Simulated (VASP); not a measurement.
# Cs (Fd-3m) in VASP: relaxation of cell and atoms with LDA

Aim: the relaxation of cell and atoms of Cs with LDA.

All numbers are computed with VASP 6.6.1; they aren't measurements. Logs are shortened: lines on timing, memory, paths and dates and some standing lists are left out, and cuts for length are marked.

### 1 The cell of the first run

It takes space group Fd-3m (No. 227, cubic). The conventional cell has a = 9.863 Å, b = 9.863 Å, c = 9.863 Å, α = 90.00°, β = 90.00°, γ = 90.00°. Within 5.6 Å of Cs (site symmetry -43m) lie 4 Cs at 4.27 Å.

### 2 Relaxation of cell and atoms, LDA

File INCAR:

```
SYSTEM = Cs
ALGO = Normal
EDIFF = 1E-6
EDIFFG = -0.005
ENCUT = 600
GGA = CA
IBRION = 2
ISIF = 3
ISMEAR = -1
LASPH = .TRUE.
LCHARG = .FALSE.
LREAL = .FALSE.
LWAVE = .FALSE.
NELM = 100
NSW = 60
PREC = Accurate
SIGMA = 0.08
```

File KPOINTS:

```
k-points
0
G
  7 7 7
  0 0 0
```

File POSCAR:

```
Cs
1.0
    0.0000000000      4.9317047319      4.9317047319
    4.9317047319      0.0000000000      4.9317047319
    4.9317047319      4.9317047319      0.0000000000
Cs
2
Direct
   -0.1250000000     -0.1250000000     -0.1250000000
    0.1250000000      0.1250000000      0.1250000000
```

Potentials or basis: VASP PAW LDA potentials, release 64 (Cs_sv).

On the command line:

```bash
> cat potpaw_LDA.64/Cs_sv/POTCAR > POTCAR
> mpirun -np 1 vasp_std > vasp.out
```

OUTCAR:

```text
SYSTEM = Cs
   EDIFF = 1E-6
   EDIFFG = -0.005
   ENCUT = 600
   GGA = CA
   IBRION = 2
   ISIF = 3
   ISMEAR = -1
   LASPH = .TRUE.
   LREAL = .FALSE.
   NELM = 100
   NSW = 60
   PREC = Accurate

 ion  position               nearest neighbor table
   1  0.875  0.875  0.875-
   2  0.125  0.125  0.125-

  LATTYP: Found a face centered cubic cell.
 ALAT       =     9.8634094638

  Lattice vectors:

 A1 = (   0.0000000000,   4.9317047319,   4.9317047319)
 A2 = (   4.9317047319,   0.0000000000,   4.9317047319)
 A3 = (   4.9317047319,   4.9317047319,   0.0000000000)

Analysis of symmetry for initial positions (statically):
=====================================================================
 Subroutine PRICEL returns:
 Original cell was already a primitive cell.

 Routine SETGRP: Setting up the symmetry group for a
 face centered cubic supercell.

 Subroutine GETGRP returns: Found 48 space group operations
 (whereof 12 operations were pure point group operations)
 out of a pool of 48 trial point group operations.

The static configuration has the point symmetry D_3d.
 The point group associated with its full space group is O_h .

Analysis of symmetry for dynamics (positions and initial velocities):
=====================================================================
 Subroutine PRICEL returns:
 Original cell was already a primitive cell.

 Routine SETGRP: Setting up the symmetry group for a
 face centered cubic supercell.

 Subroutine GETGRP returns: Found 48 space group operations
 (whereof 12 operations were pure point group operations)
 out of a pool of 48 trial point group operations.

The dynamic configuration has the point symmetry D_3d.
 The point group associated with its full space group is O_h .

 Subroutine INISYM returns: Found 48 space group operations
 (whereof 12 operations are pure point group operations),
 and found     1 'primitive' translations

----------------------------------------------------------------------------------------

                                     Primitive cell

  volume of cell :     239.8950

  direct lattice vectors                    reciprocal lattice vectors
     0.000000000  4.931704732  4.931704732    -0.101384821  0.101384821  0.101384821
     4.931704732  0.000000000  4.931704732     0.101384821 -0.101384821  0.101384821
     4.931704732  4.931704732  0.000000000     0.101384821  0.101384821 -0.101384821

  length of vectors
     6.974483717  6.974483717  6.974483717     0.175603661  0.175603661  0.175603661

  position of ions in fractional coordinates (direct lattice)
     0.875000000  0.875000000  0.875000000
     0.125000000  0.125000000  0.125000000

  ion indices of the primitive-cell ions
   primitive index   ion index
                 1           1
                 2           2

----------------------------------------------------------------------------------------

 KPOINTS: k-points

Automatic generation of k-mesh.
 Grid dimensions read from file:
 generate k-points for:    7    7    7

 Generating k-lattice:

  Cartesian coordinates                     Fractional coordinates (reciprocal lattice)
    -0.014483546  0.014483546  0.014483546     0.142857143  0.000000000  0.000000000
     0.014483546 -0.014483546  0.014483546     0.000000000  0.142857143  0.000000000
     0.014483546  0.014483546 -0.014483546     0.000000000  0.000000000  0.142857143

  Length of vectors
     0.025086237  0.025086237  0.025086237

  Shift w.r.t. Gamma in fractional coordinates (k-lattice)
     0.000000000  0.000000000  0.000000000

 Subroutine IBZKPT returns following result:
 ===========================================

 Found     20 irreducible k-points:

 Following reciprocal coordinates:
            Coordinates               Weight
  0.000000  0.000000  0.000000      1.000000
  0.142857  0.000000  0.000000      8.000000
  0.285714  0.000000  0.000000      8.000000
  0.428571  0.000000  0.000000      8.000000
  0.142857  0.142857  0.000000      6.000000
  0.285714  0.142857  0.000000     24.000000
[... 12 lines left out ...]
 -0.428571  0.428571  0.142857     24.000000
 -0.285714  0.428571  0.142857     24.000000
   k-points           NKPTS =     20   k-points in BZ     NKDIM =     20   number of bands    NBANDS=     13
   number of dos      NEDOS =    301   number of ions     NIONS =      2
   total plane-waves  NPLWV = 175616
   dimension x,y,z NGX =    56 NGY =   56 NGZ =   56
   dimension x,y,z NGXF=   112 NGYF=  112 NGZF=  112
   ions per type =               2
   NGX,Y,Z   is equivalent  to a cutoff of  13.35, 13.35, 13.35 a.u.
   NGXF,Y,Z  is equivalent  to a cutoff of  26.70, 26.70, 26.70 a.u.
 SYSTEM =  Cs
   PREC   = accura    normal or accurate (medium, high low for compatibility)
   ISTART =      0    job   : 0-new  1-cont  2-samecut
   ICHARG =      2    charge: 1-file 2-atom 10-const
   ISPIN  =      1    spin polarized calculation?
   LNONCOLLINEAR =      F non collinear calculations
   LSORBIT =      F    spin-orbit coupling
   LASPH  =      T    aspherical Exc in radial PAW
   ENCUT  =  600.0 eV  44.10 Ry    6.64 a.u.  13.93 13.93 13.93*2*pi/ulx,y,z
   NELM   =    100;   NELMIN=  2; NELMDL= -5     # of ELM steps
   EDIFF  = 0.1E-05   stopping-criterion for ELM
   LREAL  =      F    real-space projection
   EDIFFG = -.5E-02   stopping-criterion for IOM
   NSW    =     60    number of steps for IOM
   IBRION =      2    ionic relax: 0-MD 1-quasi-New 2-CG
   NFREE  =      1    steps in history (QN), initial steepest desc. (CG)
   ISIF   =      3    stress and relaxation
   ISYM   =      2    0-nonsym 1-usesym 2-fastsym
   POTIM  = 0.5000    time-step for ionic-motion
   TEBEG  =    0.0;   TEEND  =   0.0 temperature during run
   PSTRESS=    0.0 pullay stress
   NELECT =      18.0000    total number of electrons
   NUPDOWN=      -1.0000    fix difference up-down
   EMIN   =  10.00;   EMAX   =-10.00  energy-range for DOS
   EFERMI =   0.00;   METHOD = LEGACY
   ISMEAR =    -1;   SIGMA  =   0.08  broadening in eV -4-tet -1-fermi 0-gaus
   EFERMI_NEDOS =   21; number of points for ismear=-14 and -15
   IALGO  =     38    algorithm
   IMIX   =      4    mixing-type and parameters
     AMIX     =   0.40;   BMIX     =  1.00
     AMIX_MAG =   1.60;   BMIX_MAG =  1.00
  volume/ion in A,a.u.               =     119.95       809.45
  Fermi-wavevector in a.u.,A,eV,Ry     =   0.690492  1.304841  6.486973  0.476779
  Thomas-Fermi vector in A             =   1.771875
   LORBIT       =      0    0 simple, 1 ext, 2 COOP (PROOUT), +10 PAW based schemes
   GGA     = CA    functional components
   LHFCALC =     F    Hartree Fock is set to
   AEXX    =    0.0000 exact exchange contribution
   IVDW    =     0    specifies the selected vdW correction
   LEPSILON=     F    determine dielectric tensor
   LRPA    =     F    only Hartree local field effects (RPA)
 conjugate gradient relaxation of ions
 non-spin polarized calculation
  energy-cutoff  :      600.00
  volume of cell :      239.90
 maximum number of plane-waves:      8028
   NGX = 27   NGY = 27   NGZ = 27

--------------------------------------- Ionic step        1  -------------------------------------------

 number of electron      17.9999998 magnetization

 Free energy of the ion-electron system (eV)
  ---------------------------------------------------
  ext. energy  EPLUGINS =         0.00000000
  ---------------------------------------------------
  free energy    TOTEN  =        -1.37991993 eV

  energy without entropy =       -1.32618826  energy(sigma->0) =       -1.35305410

------------------------ aborting loop because EDIFF is reached ----------------------------------------

  FORCE on cell =-STRESS in cart. coord.  units (eV):
  Direction    XX          YY          ZZ          XY          YZ          ZX
  --------------------------------------------------------------------------------------
  -------------------------------------------------------------------------------------
  Total        0.4013096      0.4013096      0.4013096      0.0000000      0.0000000     -0.0000000
  in kB        2.6802106      2.6802106      2.6802106      0.0000000      0.0000000     -0.0000000
  external PRESSURE =       2.6802106 kB  Pullay stress =       0.0000000 kB
[... 57 lines left out ...]
  energy  without entropy=       -1.3394947238  energy(sigma->0) =       -1.36524632

--------------------------------------- Ionic step        3  -------------------------------------------

 number of electron      17.9999999 magnetization

 E-fermi :   0.0854     XC(G=0):  -5.0625

 val. band max:        0.0625960913   @ k =  -0.2857   0.4286   0.1429
 cond. band min:       0.1522153180   @ k =  -0.4286   0.1429   0.0000
 fundamental gap:      0.0896192267
 Fermi energy:         0.0854287490

 k-point     1 :       0.0000    0.0000    0.0000
  band No.  band energies     occupation
      1     -24.2404      2.00000
      2     -24.1799      2.00000
      3     -11.1413      2.00000
      4     -11.1413      2.00000
      5     -11.1413      2.00000
      6     -10.9037      2.00000
      7     -10.9037      2.00000
      8     -10.9037      2.00000
      9      -1.5410      2.00000
     10       1.2483      0.00000
     11       1.2483      0.00000
     12       1.4652      0.00000
     13       1.4652      0.00000
[... 407 lines left out ...]
  energy  without entropy=       -1.3989424454  energy(sigma->0) =       -1.41722970

--------------------------------------- Ionic step        6  -------------------------------------------

 number of electron      17.9999999 magnetization

 Free energy of the ion-electron system (eV)
  ---------------------------------------------------
  ext. energy  EPLUGINS =         0.00000000
  ---------------------------------------------------
  free energy    TOTEN  =        -1.43557940 eV

  energy without entropy =       -1.39921049  energy(sigma->0) =       -1.41739494

 E-fermi :  -0.2098     XC(G=0):  -4.7184

 val. band max:       -0.2924475768   @ k =  -0.2857   0.4286   0.1429
 cond. band min:      -0.1897779395   @ k =  -0.4286   0.4286   0.0000
 fundamental gap:      0.1026696373
 Fermi energy:        -0.2097599847

 k-point     1 :       0.0000    0.0000    0.0000
  band No.  band energies     occupation
      1     -24.4911      2.00000
      2     -24.4564      2.00000
      3     -11.3603      2.00000
      4     -11.3603      2.00000
      5     -11.3603      2.00000
      6     -11.1967      2.00000
      7     -11.1967      2.00000
      8     -11.1967      2.00000
      9      -1.6916      2.00000
     10       1.0341      0.00000
     11       1.0341      0.00000
     12       1.1519      0.00000
     13       1.1519      0.00000
[... 331 lines left out ...]
  FREE ENERGIE OF THE ION-ELECTRON SYSTEM (eV)
  ---------------------------------------------------
  free  energy   TOTEN  =        -1.4355794045 eV

  energy  without entropy=       -1.3992104852  energy(sigma->0) =       -1.41739494

 reached required accuracy - stopping structural energy minimisation
```

It took 3.8 min on 1 thread of Intel Xeon Platinum 8259CL at 2.50GHz (Skylake/Cascade Lake), shared host; peak memory 0.35 GiB.

What came out:

```yaml
Free_energy: -1.4356 eV
Relaxed_volume: 154.59 Å³/atom
Relaxed_cell: a = 7.590 Å, b = 7.590 Å, c = 7.590 Å, α = 60.00°, β = 60.00°, γ = 60.00°
Space_group_after_relaxing_to_0.05_Å: Fd-3m (No. 227)
Energy_gained_by_relaxing: 27.8 meV/atom
Ionic_steps: 6
Pressure_after_relaxing: 0.0 GPa
```

The path:
| step | energy change (eV) | largest force (eV/Å) | pressure (GPa) | volume (Å³) |
| --- | --- | --- | --- | --- |
| 1 | 0.0000 | 0.0000 | 0.27 | 239.89 |
| 2 | -0.0111 | 0.0000 | 0.23 | 246.93 |
| 3 | -0.0374 | 0.0000 | 0.14 | 268.85 |
| 4 | -0.0554 | 0.0000 | -0.03 | 316.52 |
| 5 | -0.0556 | 0.0000 | 0.01 | 307.71 |
| 6 | -0.0557 | 0.0000 | 0.00 | 309.18 |

Final structure:
```cif
data_structure
_symmetry_space_group_name_H-M 'P 1'
_symmetry_Int_Tables_number 1
_cell_length_a 7.5900
_cell_length_b 7.5900
_cell_length_c 7.5900
_cell_angle_alpha 60.000
_cell_angle_beta 60.000
_cell_angle_gamma 60.000
_cell_volume 309.18
loop_
_atom_site_label
_atom_site_type_symbol
_atom_site_fract_x
_atom_site_fract_y
_atom_site_fract_z
_atom_site_occupancy
Cs1 Cs 0.87500 0.87500 0.87500 1
Cs2 Cs 0.12500 0.12500 0.12500 1
```

Levels at points of the mesh, in eV from the Fermi level:
```
           k point  band 6  band 7  band 8  band 9  band 10  band 11  band 12  band 13
(0.00, 0.00, 0.00)  -10.99  -10.99  -10.99   -1.48     1.24     1.24     1.36     1.36
```

Caveat: the volume moved by over 15 % at a fixed basis, so the end points are rough; spin-orbit coupling is left out, which moves the levels of the heavy elements.
